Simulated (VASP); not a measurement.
# Nb (R-3m) in VASP: a series of runs

Nb is run at these levels: PBEsol; tasks: single point.

Program: VASP 6.6.1. These are calculated values, not measurements. Logs are shortened: lines on timing, memory, paths and dates and some standing lists are left out, and cuts for length are marked.

## (1) The cell of the first run

Symmetry: R-3m, No. 166, trigonal system. The conventional cell has a = 4.822 Å, b = 4.822 Å, c = 2.746 Å, α = 90.00°, β = 90.00°, γ = 120.00°. Within 3.6 Å of Nb (site symmetry -3m) lie 14 Nb at 2.75 to 3.33 Å.

## (2) Single point, PBEsol

Input file INCAR:

```
SYSTEM = Nb
  PREC = Accurate
  ENCUT = 520
  EDIFF = 1E-6
  ISMEAR = 0
  SIGMA = 0.15
  LREAL = .FALSE.
  LASPH = .TRUE.
  NELM = 100
  ALGO = Fast
  ISIF = 2
  LWAVE = .FALSE.
  LCHARG = .FALSE.
  GGA = PS
  NBANDS = 12
```

Input file KPOINTS:

```
Automatic mesh
0
G
  22 22 22
  0 0 0
```

Input file POSCAR:

```
Nb
1.0
   -1.7444682785      1.6649159791      1.6649159791
    1.6649159791     -1.7444682785      1.6649159791
    1.6649159791      1.6649159791     -1.7444682785
Nb
1
Direct
    0.0000000000      0.0000000000      0.0000000000
```

Potentials or basis: VASP PAW PBE potentials, release 64 (Nb_sv).

The run is started by

```sh
> cat potpaw_PBE.64/Nb_sv/POTCAR > POTCAR
> mpirun -np 1 vasp_std > vasp.out
```

OUTCAR:

```text
SYSTEM = Nb
   PREC = Accurate
   ENCUT = 520
   EDIFF = 1E-6
   ISMEAR = 0
   LREAL = .FALSE.
   LASPH = .TRUE.
   NELM = 100
   ISIF = 2
   GGA = PS

 ion  position               nearest neighbor table
   1  0.000  0.000  0.000-

  LATTYP: Found a trigonal (rhomboedric) cell.
 ALAT       =     2.9303685791
 COS(alpha) =    -0.3536531715

  Lattice vectors:

 A1 = (  -1.7444682785,   1.6649159791,   1.6649159791)
 A2 = (   1.6649159791,  -1.7444682785,   1.6649159791)
 A3 = (   1.6649159791,   1.6649159791,  -1.7444682785)

Analysis of symmetry for initial positions (statically):
=====================================================================
 Subroutine PRICEL returns:
 Original cell was already a primitive cell.

 Routine SETGRP: Setting up the symmetry group for a
 trigonal (rhombohedral) supercell.

 Subroutine GETGRP returns: Found 12 space group operations
 (whereof 12 operations were pure point group operations)
 out of a pool of 12 trial point group operations.

The static configuration has the point symmetry D_3d.

Analysis of symmetry for dynamics (positions and initial velocities):
=====================================================================
 Subroutine PRICEL returns:
 Original cell was already a primitive cell.

 Routine SETGRP: Setting up the symmetry group for a
 trigonal (rhombohedral) supercell.

 Subroutine GETGRP returns: Found 12 space group operations
 (whereof 12 operations were pure point group operations)
 out of a pool of 12 trial point group operations.

The dynamic configuration has the point symmetry D_3d.

 Subroutine INISYM returns: Found 12 space group operations
 (whereof 12 operations are pure point group operations),
 and found     1 'primitive' translations

----------------------------------------------------------------------------------------

                                     Primitive cell

  volume of cell :      18.4281

  direct lattice vectors                    reciprocal lattice vectors
    -1.744468279  1.664915979  1.664915979     0.014717969  0.308026063  0.308026063
     1.664915979 -1.744468279  1.664915979     0.308026063  0.014717969  0.308026063
     1.664915979  1.664915979 -1.744468279     0.308026063  0.308026063  0.014717969

  length of vectors
     2.930368579  2.930368579  2.930368579     0.435863201  0.435863201  0.435863201

  position of ions in fractional coordinates (direct lattice)
     0.000000000  0.000000000  0.000000000

[... 84 lines left out ...]
   TEBEG  =    0.0;   TEEND  =   0.0 temperature during run
   PSTRESS=    0.0 pullay stress
   NELECT =      13.0000    total number of electrons
   NUPDOWN=      -1.0000    fix difference up-down
   EMIN   =  10.00;   EMAX   =-10.00  energy-range for DOS
   EFERMI =   0.00;   METHOD = LEGACY
   ISMEAR =     0;   SIGMA  =   0.15  broadening in eV -4-tet -1-fermi 0-gaus
   EFERMI_NEDOS =   21; number of points for ismear=-14 and -15
   IALGO  =     68    algorithm
   IMIX   =      4    mixing-type and parameters
     AMIX     =   0.40;   BMIX     =  1.00
     AMIX_MAG =   1.60;   BMIX_MAG =  1.00
  volume/ion in A,a.u.               =      18.43       124.36
  Fermi-wavevector in a.u.,A,eV,Ry     =   1.457345  2.753983 28.896790  2.123854
  Thomas-Fermi vector in A             =   2.574157
   LORBIT       =      0    0 simple, 1 ext, 2 COOP (PROOUT), +10 PAW based schemes
   GGA     = PS    functional components
   LHFCALC =     F    Hartree Fock is set to
   AEXX    =    0.0000 exact exchange contribution
   IVDW    =     0    specifies the selected vdW correction
   LEPSILON=     F    determine dielectric tensor
   LRPA    =     F    only Hartree local field effects (RPA)
 non-spin polarized calculation
 RMM-DIIS sequential band-by-band and
 Gauss-broadening in eV      SIGMA  =   0.15
  energy-cutoff  :      520.00
  volume of cell :       18.43
 maximum number of plane-waves:       507
 NGX is ok and might be reduce to    24

 number of electron      13.0000001 magnetization

 Free energy of the ion-electron system (eV)
  ---------------------------------------------------
  ext. energy  EPLUGINS =         0.00000000
  ---------------------------------------------------
  free energy    TOTEN  =       -10.93095451 eV

  energy without entropy =      -10.91385857  energy(sigma->0) =      -10.92240654

 E-fermi :  10.7569     XC(G=0): -12.5054

 val. band max:       10.7558646647   @ k =   0.2727   0.2727   0.0455
 cond. band min:      10.7609638331   @ k =  -0.4545   0.3182   0.1364
 fundamental gap:      0.0050991684
 Fermi energy:        10.7568996940

 k-point     1 :       0.0000    0.0000    0.0000
  band No.  band energies     occupation
      1     -43.5699      2.00000
      2     -19.0094      2.00000
      3     -19.0094      2.00000
      4     -18.7368      2.00000
      5       4.8089      2.00000
      6      10.4213      1.99845
      7      11.3383      0.00000
      8      11.3383      0.00000
      9      14.0897      0.00000
     10      14.0897      0.00000
     11      24.1133      0.00000
     12      25.2997      0.00000
[... 331 lines left out ...]
 k-point    24 :      -0.4545    0.0455    0.0000
  band No.  band energies     occupation
      1     -43.3081      2.00000
      2     -20.1995      2.00000
      3     -19.3850      2.00000
      4     -18.9999      2.00000
      5       7.1951      2.00000
      6       9.3182      2.00000
      7      12.5388      0.00000
      8      13.7990      0.00000
      9      14.3410      0.00000
     10      16.6638      0.00000
     11      22.3743      0.00000
     12      23.3349      0.00000

 [... further k-points ...]

------------------------ aborting loop because EDIFF is reached ----------------------------------------

  FORCE on cell =-STRESS in cart. coord.  units (eV):
  Direction    XX          YY          ZZ          XY          YZ          ZX
  --------------------------------------------------------------------------------------
  -------------------------------------------------------------------------------------
  Total       -0.9728167     -0.9728167     -0.9728167      0.0812689      0.0812689      0.0812689
  in kB      -84.5786565    -84.5786565    -84.5786565      7.0656830      7.0656830      7.0656830
  external PRESSURE =     -84.5786565 kB  Pullay stress =       0.0000000 kB

 VOLUME and BASIS-vectors are now :
 -----------------------------------------------------------------------------
  energy-cutoff  :      520.00
  volume of cell :       18.43
      direct lattice vectors                 reciprocal lattice vectors
    -1.744468279  1.664915979  1.664915979     0.014717969  0.308026063  0.308026063
     1.664915979 -1.744468279  1.664915979     0.308026063  0.014717969  0.308026063
     1.664915979  1.664915979 -1.744468279     0.308026063  0.308026063  0.014717969

 POSITION                                       TOTAL-FORCE (eV/Angst)
 -----------------------------------------------------------------------------------
      0.00000      0.00000      0.00000        -0.000000      0.000000     -0.000000
 -----------------------------------------------------------------------------------
    total drift:                                0.000000      0.000000     -0.000000

  FREE ENERGIE OF THE ION-ELECTRON SYSTEM (eV)
  ---------------------------------------------------
  free  energy   TOTEN  =       -10.9309545086 eV

  energy  without entropy=      -10.9138585700  energy(sigma->0) =      -10.92240654
```

OSZICAR:

```text
N       E                     dE             d eps       ncg     rms          rms(c)
DAV:   1     0.115562348224E+03    0.11556E+03   -0.72544E+03 24648   0.108E+03
DAV:   2    -0.661513498109E+01   -0.12218E+03   -0.11779E+03 26576   0.389E+02
DAV:   3    -0.111421908234E+02   -0.45271E+01   -0.43010E+01 35316   0.650E+01
[... 12 lines left out ...]
RMM:  16    -0.109309485457E+02   -0.63735E-05   -0.87326E-05 36237   0.539E-02    0.348E-02
RMM:  17    -0.109309498023E+02   -0.12567E-05   -0.54976E-05 37745   0.747E-02    0.404E-03
RMM:  18    -0.109309523328E+02   -0.25305E-05   -0.26325E-05 27856   0.319E-02    0.745E-04
RMM:  19    -0.109309536305E+02   -0.12976E-05   -0.12576E-05 23843   0.202E-02    0.513E-04
RMM:  20    -0.109309545086E+02   -0.87813E-06   -0.92701E-06 22123   0.148E-02
   1 F= -.10930955E+02 E0= -.10922407E+02  d E =-.170959E-01
```

stdout:

```text
POSCAR found type information on POSCAR Nb
 POSCAR found :  1 types and       1 ions
 scaLAPACK will be used
 -----------------------------------------------------------------------------
|                                                                             |
|                                                                             |
|     You enforced a specific xc type in the INCAR file but a different       |
|     I HOPE YOU KNOW WHAT YOU ARE DOING!                                     |
|                                                                             |
 -----------------------------------------------------------------------------

 LDA part: xc-table for (Slater+PW92), standard interpolation
 POSCAR, INCAR and KPOINTS ok, starting setup
 FFT: planning ... GRIDC
 FFT: planning ... GRID_SOFT
 FFT: planning ... GRID
 WAVECAR not read
 entering main loop
WARNING in EDDRMM: call to ZHEGV failed, returncode =   8  4      9
WARNING in EDDRMM: call to ZHEGV failed, returncode =   6  3     10
WARNING in EDDRMM: call to ZHEGV failed, returncode =   6  3      8
WARNING in EDDRMM: call to ZHEGV failed, returncode =   6  3      6
WARNING in EDDRMM: call to ZHEGV failed, returncode =   6  3      9
WARNING in EDDRMM: call to ZHEGV failed, returncode =   8  4      5
WARNING in EDDRMM: call to ZHEGV failed, returncode =   6  3      7
WARNING in EDDRMM: call to ZHEGV failed, returncode =   8  4     11
WARNING in EDDRMM: call to ZHEGV failed, returncode =   6  3     10
WARNING in EDDRMM: call to ZHEGV failed, returncode =   6  3      9
WARNING in EDDRMM: call to ZHEGV failed, returncode =   6  3     11
WARNING in EDDRMM: call to ZHEGV failed, returncode =   8  4      9
```

Run time: 2.8 min. Hardware: 1 thread of Intel Xeon Platinum 8488C (Sapphire Rapids), shared host; peak memory 0.33 GiB.

Results:

```
Free energy : -10.9310 eV
Pressure    : -8.5 GPa
```

Levels at points of the mesh, in eV from the Fermi level:
```csv
k point,band 3,band 4,band 5,band 6,band 7,band 8,band 9,band 10,band 11,band 12
"(0.00, 0.00, 0.00)",-29.77,-29.49,-5.95,-0.34,0.58,0.58,3.33,3.33,13.36,14.54
"(0.50, 0.00, 0.00)",-30.15,-29.74,-3.68,-1.53,2.53,2.98,3.50,6.37,11.21,12.33
"(0.50, 0.50, 0.00)",-30.06,-29.56,-3.66,-1.77,1.79,3.54,4.20,5.96,11.11,11.73
"(0.50, 0.50, 0.50)",-30.47,-30.47,-3.63,-3.63,5.04,5.04,6.25,8.58,8.58,9.47
```

Caveat: the PAW data sets were made with another functional, which shifts forces and pressure a little.

## (3) Single point, PBEsol

This run uses another cell than the first one, of the same volume but with other edges.

Input file INCAR:

```
SYSTEM = Nb
  ALGO = Fast
  EDIFF = 1E-6
  ENCUT = 520
  GGA = PS
  ISIF = 2
  ISMEAR = 0
  LASPH = .TRUE.
  LCHARG = .FALSE.
  LREAL = .FALSE.
  LWAVE = .FALSE.
  NBANDS = 12
  NELM = 60
  PREC = Accurate
  SIGMA = 0.15
```

Input file KPOINTS:

```
k-points
0
G
  22 22 22
  0 0 0
```

Input file POSCAR:

```
Nb
1.0
   -1.5785582668      1.6650546102      1.6650546102
    1.6650546102     -1.5785582668      1.6650546102
    1.6650546102      1.6650546102     -1.5785582668
Nb
1
Direct
    0.0000000000      0.0000000000      0.0000000000
```

Potentials or basis: VASP PAW PBE potentials, release 64 (Nb_sv).

The run is started by

```sh
> cat potpaw_PBE.64/Nb_sv/POTCAR > POTCAR
> mpirun -np 1 vasp_std > vasp.out
```

Run time: 3 min. Hardware: 1 thread of Intel Xeon Platinum 8488C (Sapphire Rapids), shared host; peak memory 0.32 GiB.

Results (log left out):

| Property | Result |
| --- | --- |
| Free energy | -10.9276 eV |
| Pressure | -8.6 GPa |

Stress tensor (GPa, compression positive):
```
-8.61 -0.81 -0.81
-0.81 -8.61 -0.81
-0.81 -0.81 -8.61
```

Levels at points of the mesh, in eV from the Fermi level:
```csv
k point,band 5,band 6,band 7,band 8,band 9,band 10
"(0.00, 0.00, 0.00)",-5.92,-0.07,-0.07,1.12,3.35,3.35
"(0.50, 0.00, 0.00)",-3.61,-1.69,1.82,3.51,4.16,5.86
"(0.50, 0.50, 0.00)",-3.67,-1.53,2.57,3.08,3.59,6.53
"(0.50, 0.50, 0.50)",-3.60,-3.60,4.53,5.95,5.95,8.33
```

Caveat: the PAW data sets were made with another functional, which shifts forces and pressure a little.
